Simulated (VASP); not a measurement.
# Ge3N (P-4m2) in VASP: a series of runs, part 3 of 3

VASP 6.6.1. The steps go on from the part before.

## 5. Single point, PBE

The input, INCAR:

```
SYSTEM = Ge3N
PREC = Accurate
ENCUT = 520
EDIFF = 1E-6
ISMEAR = 0
SIGMA = 0.1
LREAL = .FALSE.
LASPH = .TRUE.
NELM = 80
ALGO = Normal
ISIF = 2
LWAVE = .FALSE.
LCHARG = .FALSE.
GGA = PE
NBANDS = 32
```

The input, KPOINTS:

```
regular mesh
0
G
  12 12 10
  0 0 0
```

The input, POSCAR:

```
Ge3N
1.0
    3.8176789667      0.0000000000      0.0000000000
    0.0000000000      3.8176789667      0.0000000000
    0.0000000000      0.0000000000      4.9252660820
Ge N
3 1
Direct
    0.0000000000      0.5000000000      0.1940870831
    0.5000000000      0.0000000000      0.8059129169
    0.5000000000      0.5000000000      0.5000000000
    0.0000000000      0.0000000000      0.0000000000
```

Potentials or basis: VASP PAW PBE potentials, release 64 (Ge_d, N).

The run is started by

```console
$ cat potpaw_PBE.64/Ge_d/POTCAR potpaw_PBE.64/N/POTCAR > POTCAR
$ mpirun -np 1 vasp_std > vasp.out
```

OUTCAR:

```text
SYSTEM = Ge3N
   PREC = Accurate
   ENCUT = 520
   EDIFF = 1E-6
   ISMEAR = 0
   LREAL = .FALSE.
   LASPH = .TRUE.
   NELM = 80
   ISIF = 2
   GGA = PE

 ion  position               nearest neighbor table
   1  0.000  0.500  0.194-   4 2.13   4 2.13   3 2.43   3 2.43
   2  0.500  0.000  0.806-   4 2.13   4 2.13   3 2.43   3 2.43
   3  0.500  0.500  0.500-   1 2.43   2 2.43   2 2.43   1 2.43
   4  0.000  0.000  0.000-   1 2.13   2 2.13   1 2.13   2 2.13

  LATTYP: Found a simple tetragonal cell.
 ALAT       =     3.8176789667
 C/A-ratio  =     1.2901205484

  Lattice vectors:

 A1 = (   3.8176789667,   0.0000000000,   0.0000000000)
 A2 = (   0.0000000000,   3.8176789667,   0.0000000000)
 A3 = (   0.0000000000,   0.0000000000,   4.9252660820)

Analysis of symmetry for initial positions (statically):
=====================================================================
 Subroutine PRICEL returns:
 Original cell was already a primitive cell.

 Routine SETGRP: Setting up the symmetry group for a
 simple tetragonal supercell.

 Subroutine GETGRP returns: Found  8 space group operations
 (whereof  8 operations were pure point group operations)
 out of a pool of 16 trial point group operations.

The static configuration has the point symmetry D_2d.

Analysis of symmetry for dynamics (positions and initial velocities):
=====================================================================
 Subroutine PRICEL returns:
 Original cell was already a primitive cell.

 Routine SETGRP: Setting up the symmetry group for a
 simple tetragonal supercell.

 Subroutine GETGRP returns: Found  8 space group operations
 (whereof  8 operations were pure point group operations)
 out of a pool of 16 trial point group operations.

The dynamic configuration has the point symmetry D_2d.

 Subroutine INISYM returns: Found  8 space group operations
 (whereof  8 operations are pure point group operations),
 and found     1 'primitive' translations

----------------------------------------------------------------------------------------

                                     Primitive cell

  volume of cell :      71.7841

  direct lattice vectors                    reciprocal lattice vectors
     3.817678967  0.000000000  0.000000000     0.261939259  0.000000000  0.000000000
     0.000000000  3.817678967  0.000000000     0.000000000  0.261939259  0.000000000
     0.000000000  0.000000000  4.925266082     0.000000000  0.000000000  0.203034716

  length of vectors
     3.817678967  3.817678967  4.925266082     0.261939259  0.261939259  0.203034716

  position of ions in fractional coordinates (direct lattice)
     0.000000000  0.500000000  0.194087083
     0.500000000  0.000000000  0.805912917
     0.500000000  0.500000000  0.500000000
     0.000000000  0.000000000  0.000000000

  ion indices of the primitive-cell ions
   primitive index   ion index
                 1           1
                 2           2
                 3           3
                 4           4

----------------------------------------------------------------------------------------

 KPOINTS: regular mesh

Automatic generation of k-mesh.
 Grid dimensions read from file:
 generate k-points for:   12   12   10

 Generating k-lattice:

  Cartesian coordinates                     Fractional coordinates (reciprocal lattice)
     0.021828272  0.000000000  0.000000000     0.083333333  0.000000000  0.000000000
     0.000000000  0.021828272  0.000000000     0.000000000  0.083333333  0.000000000
     0.000000000  0.000000000  0.020303472     0.000000000  0.000000000  0.100000000

  Length of vectors
     0.021828272  0.021828272  0.020303472

  Shift w.r.t. Gamma in fractional coordinates (k-lattice)
     0.000000000  0.000000000  0.000000000

 Subroutine IBZKPT returns following result:
 ===========================================

 Found    168 irreducible k-points:

 Following reciprocal coordinates:
            Coordinates               Weight
  0.000000  0.000000  0.000000      1.000000
  0.083333  0.000000  0.000000      4.000000
  0.166667  0.000000  0.000000      4.000000
  0.250000  0.000000  0.000000      4.000000
  0.333333  0.000000  0.000000      4.000000
  0.416667  0.000000  0.000000      4.000000
[... 16 lines left out ...]
  0.333333  0.333333  0.000000      4.000000
  0.416667  0.333333  0.000000      8.000000
 [... further k-points ...]
   k-points           NKPTS =    168   k-points in BZ     NKDIM =    168   number of bands    NBANDS=     32
   number of dos      NEDOS =    301   number of ions     NIONS =      4
   total plane-waves  NPLWV =  31360
   dimension x,y,z NGX =    28 NGY =   28 NGZ =   40
   dimension x,y,z NGXF=    56 NGYF=   56 NGZF=   80
   ions per type =               3   1
   NGX,Y,Z   is equivalent  to a cutoff of  12.19, 12.19, 13.50 a.u.
   NGXF,Y,Z  is equivalent  to a cutoff of  24.39, 24.39, 27.00 a.u.
 SYSTEM =  Ge3N
   PREC   = accura    normal or accurate (medium, high low for compatibility)
   ISTART =      0    job   : 0-new  1-cont  2-samecut
   ICHARG =      2    charge: 1-file 2-atom 10-const
   ISPIN  =      1    spin polarized calculation?
   LNONCOLLINEAR =      F non collinear calculations
   LSORBIT =      F    spin-orbit coupling
   LASPH  =      T    aspherical Exc in radial PAW
   ENCUT  =  520.0 eV  38.22 Ry    6.18 a.u.   7.10  7.10  9.16*2*pi/ulx,y,z
   NELM   =     80;   NELMIN=  2; NELMDL= -5     # of ELM steps
   EDIFF  = 0.1E-05   stopping-criterion for ELM
   LREAL  =      F    real-space projection
   EDIFFG = 0.1E-04   stopping-criterion for IOM
   NSW    =      0    number of steps for IOM
   IBRION =     -1    ionic relax: 0-MD 1-quasi-New 2-CG
   NFREE  =      0    steps in history (QN), initial steepest desc. (CG)
   ISIF   =      2    stress and relaxation
   ISYM   =      2    0-nonsym 1-usesym 2-fastsym
   POTIM  = 0.5000    time-step for ionic-motion
   TEBEG  =    0.0;   TEEND  =   0.0 temperature during run
   PSTRESS=    0.0 pullay stress
   NELECT =      47.0000    total number of electrons
   NUPDOWN=      -1.0000    fix difference up-down
   EMIN   =  10.00;   EMAX   =-10.00  energy-range for DOS
   EFERMI =   0.00;   METHOD = LEGACY
   ISMEAR =     0;   SIGMA  =   0.10  broadening in eV -4-tet -1-fermi 0-gaus
   EFERMI_NEDOS =   21; number of points for ismear=-14 and -15
   IALGO  =     38    algorithm
   IMIX   =      4    mixing-type and parameters
     AMIX     =   0.40;   BMIX     =  1.00
     AMIX_MAG =   1.60;   BMIX_MAG =  1.00
  volume/ion in A,a.u.               =      17.95       121.11
  Fermi-wavevector in a.u.,A,eV,Ry     =   1.421558  2.686355 27.495026  2.020827
  Thomas-Fermi vector in A             =   2.542355
   LORBIT       =      0    0 simple, 1 ext, 2 COOP (PROOUT), +10 PAW based schemes
   GGA     = PE    functional components
   LHFCALC =     F    Hartree Fock is set to
   AEXX    =    0.0000 exact exchange contribution
   IVDW    =     0    specifies the selected vdW correction
   LEPSILON=     F    determine dielectric tensor
   LRPA    =     F    only Hartree local field effects (RPA)
 non-spin polarized calculation
 Gauss-broadening in eV      SIGMA  =   0.10
  energy-cutoff  :      520.00
  volume of cell :       71.78
 maximum number of plane-waves:      1952
   NGX = 15   NGY = 15   NGZ = 19

 number of electron      46.9999985 magnetization

 Free energy of the ion-electron system (eV)
  ---------------------------------------------------
  ext. energy  EPLUGINS =         0.00000000
  ---------------------------------------------------
  free energy    TOTEN  =       -20.31017071 eV

  energy without entropy =      -20.30624004  energy(sigma->0) =      -20.30820537

 E-fermi :   5.3916     XC(G=0): -10.4538

 val. band max:        5.3589533917   @ k =   0.4167   0.0833   0.1000
 cond. band min:       5.4205982895   @ k =   0.1667   0.0833   0.5000
 fundamental gap:      0.0616448979
 Fermi energy:         5.3916394002

 k-point     1 :       0.0000    0.0000    0.0000
  band No.  band energies     occupation
      1     -19.5021      2.00000
      2     -19.5021      2.00000
      3     -19.4993      2.00000
      4     -19.4925      2.00000
      5     -19.4713      2.00000
      6     -19.4713      2.00000
[... 829 lines left out ...]
     31      14.1562      0.00000
     32      16.2285      0.00000

 [... further k-points ...]

------------------------ aborting loop because EDIFF is reached ----------------------------------------

  FORCE on cell =-STRESS in cart. coord.  units (eV):
  Direction    XX          YY          ZZ          XY          YZ          ZX
  --------------------------------------------------------------------------------------
  -------------------------------------------------------------------------------------
  Total       -0.0255459     -0.0255459     -0.0432840      0.0000000      0.0000000      0.0000000
  in kB       -0.5701679     -0.5701679     -0.9660730      0.0000000      0.0000000      0.0000000
  external PRESSURE =      -0.7021363 kB  Pullay stress =       0.0000000 kB

 VOLUME and BASIS-vectors are now :
 -----------------------------------------------------------------------------
  energy-cutoff  :      520.00
  volume of cell :       71.78
      direct lattice vectors                 reciprocal lattice vectors
     3.817678967  0.000000000  0.000000000     0.261939259  0.000000000  0.000000000
     0.000000000  3.817678967  0.000000000     0.000000000  0.261939259  0.000000000
     0.000000000  0.000000000  4.925266082     0.000000000  0.000000000  0.203034716

 POSITION                                       TOTAL-FORCE (eV/Angst)
 -----------------------------------------------------------------------------------
      0.00000      1.90884      0.95593        -0.000000     -0.000000      0.016142
      1.90884      0.00000      3.96934        -0.000000     -0.000000     -0.016142
      1.90884      1.90884      2.46263         0.000000     -0.000000      0.000000
      0.00000      0.00000      0.00000        -0.000000      0.000000      0.000000
 -----------------------------------------------------------------------------------
    total drift:                                0.000000      0.000000      0.000000

  FREE ENERGIE OF THE ION-ELECTRON SYSTEM (eV)
  ---------------------------------------------------
  free  energy   TOTEN  =       -20.3101707108 eV

  energy  without entropy=      -20.3062400365  energy(sigma->0) =      -20.30820537
```

OSZICAR:

```text
N       E                     dE             d eps       ncg     rms          rms(c)
DAV:   1     0.418763699291E+03    0.41876E+03   -0.22347E+04 12984   0.394E+03
DAV:   2     0.547352035749E+02   -0.36403E+03   -0.34426E+03 10768   0.830E+02
DAV:   3    -0.175238144154E+02   -0.72259E+02   -0.70539E+02 12800   0.198E+02
DAV:   4    -0.216698772199E+02   -0.41461E+01   -0.41321E+01 12144   0.543E+01
DAV:   5    -0.217581762298E+02   -0.88299E-01   -0.88283E-01 12688   0.907E+00    0.770E+00
DAV:   6    -0.205519305906E+02    0.12062E+01   -0.62327E+00 16392   0.247E+01    0.436E+00
DAV:   7    -0.203255710981E+02    0.22636E+00   -0.88743E-01 13440   0.107E+01    0.222E+00
DAV:   8    -0.203158841556E+02    0.96869E-02   -0.28094E-01 13056   0.315E+00    0.626E-01
DAV:   9    -0.203092343946E+02    0.66498E-02   -0.25822E-02 14328   0.153E+00    0.185E-01
DAV:  10    -0.203101103586E+02   -0.87596E-03   -0.48969E-03 13264   0.502E-01    0.662E-02
DAV:  11    -0.203101416160E+02   -0.31257E-04   -0.30099E-04 13240   0.255E-01    0.244E-02
DAV:  12    -0.203101708851E+02   -0.29269E-04   -0.62415E-05 13472   0.560E-02    0.760E-03
DAV:  13    -0.203101707108E+02    0.17430E-06   -0.42907E-06 12872   0.520E-02
   1 F= -.20310171E+02 E0= -.20308205E+02  d E =-.393067E-02
```

It took 4.5 min on 1 thread of AMD EPYC 7R13 (Zen 3), shared host; peak memory 0.37 GiB.

What came out:

| Property | Result |
| --- | --- |
| Free energy | -20.3102 eV |
| Pressure | -0.1 GPa |
| Largest force | 0.016 eV/Å |

Forces in eV/Å, atoms in the order of the input:
```
Ge   0.000  0.000  0.016
Ge   0.000  0.000 -0.016
Ge   0.000  0.000  0.000
N    0.000  0.000  0.000
```

Levels at points of the mesh, in eV from the Fermi level:
| k point | band 22 | band 23 | band 24 | band 25 | band 26 | band 27 |
| --- | --- | --- | --- | --- | --- | --- |
| (0.00, 0.00, 0.00) | -1.26 | -0.32 | -0.32 | 0.46 | 1.91 | 3.64 |
| (0.50, 0.00, 0.00) | -3.86 | -0.92 | -0.08 | 2.22 | 3.25 | 3.32 |
| (0.50, 0.50, 0.00) | -3.47 | -2.46 | 0.37 | 1.06 | 1.65 | 1.65 |
| (0.00, 0.00, 0.50) | -1.11 | -1.11 | -0.51 | 0.34 | 3.24 | 3.85 |
| (0.50, 0.00, 0.50) | -1.85 | -1.53 | -0.59 | 1.59 | 3.86 | 4.01 |
| (0.50, 0.50, 0.50) | -4.49 | -4.44 | 2.75 | 2.75 | 3.45 | 4.52 |

## 6. The runs side by side

```tsv
task	cell	k mesh	cutoff (eV)	gap on the mesh (eV)	pressure (GPa)	largest force (eV/Å)
single point	a = 3.818, b = 3.818, c = 4.931 Å, 4 atoms	6 × 6 × 4	520	none	0.0	0.01
single point	a = 3.738, b = 3.738, c = 5.406 Å, 4 atoms	6 × 6 × 4	520	none	13.0	1.84
relaxation of cell and atoms	relaxed from a = 3.738, b = 3.738, c = 5.406 Å, 4 atoms	6 × 6 × 4	600	none	0.0	-
single point	a = 3.818, b = 3.818, c = 4.925 Å, 4 atoms	12 × 12 × 10	520	none	-0.1	0.02
```

Alike in all rows: level PBE; potentials or basis VASP PAW PBE potentials, release 64 (Ge_d, N); no spin polarisation; smearing gaussian 0.1 eV.

Caveats: forces of over 1 eV/Å act on the atoms, so gaps and moduli don't describe the material at rest (some runs).

Total energies depend on the potentials used, so only differences within one code and one set of settings carry meaning.
